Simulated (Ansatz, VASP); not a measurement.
Ba in VASP and in Ansatz

File INCAR:

```
SYSTEM = Ba
PREC = Accurate
ENCUT = 520
EDIFF = 1E-6
ISMEAR = -1
SIGMA = 0.05
LREAL = .False.
LASPH = .True.
NELM = 100
ALGO = Normal
ISIF = 2
LWAVE = .False.
LCHARG = .False.
GGA = PE
NBANDS = 11
```

KPOINTS

```
regular mesh
0
Gamma
  13 13 13
  0 0 0
```

POSCAR

```
Ba
1.0
    4.0149363295      0.0000000000      0.0000000000
    0.0000000000      4.0149363295      0.0000000000
    0.0000000000      0.0000000000      4.0149363295
Ba
1
Direct
    0.0000000000      0.0000000000      0.0000000000
```

Input for Ansatz:

```yaml
crystal:
  lattice:
    - [4.0149363295, 0.0, 0.0]
    - [0.0, 4.0149363295, 0.0]
    - [0.0, 0.0, 4.0149363295]
  atoms:
    - { symbol: Ba, position: [0.0, 0.0, 0.0] }
kpoints:
  mp_grid: { grid: [13, 13, 13] }
scf:
  occupations: { method: fermi_dirac, width: 0.05 }
hamiltonian:
  xc: pbe
  pseudopotentials: { kind: all_electron, lapw: { basis_error: 0.00025 } }
output:
  forces: true
  stress: true
  eigenvalues: true
```

Change from the starting cell: volume scaled by 1.05.

Alike in both runs: task single point; functional PBE; k mesh 13 × 13 × 13; occupations fermi-dirac, width 0.05 eV; no spin polarisation.

|  | VASP | Ansatz |
| --- | --- | --- |
| version | VASP 6.6.1 | Ansatz 0.2.0 |
| potentials or method | VASP PAW PBE potentials, release 64 (Ba_sv), cutoff 520 eV | all-electron LAPW, scalar-relativistic |

Ansatz gave:

- pressure (GPa): -0.3

Task: Which values does VASP return?

Result: Pressure (GPa): -0.2.

Ansatz ran all-electron here, and VASP with PAW potentials.

Spin-orbit coupling is off throughout.
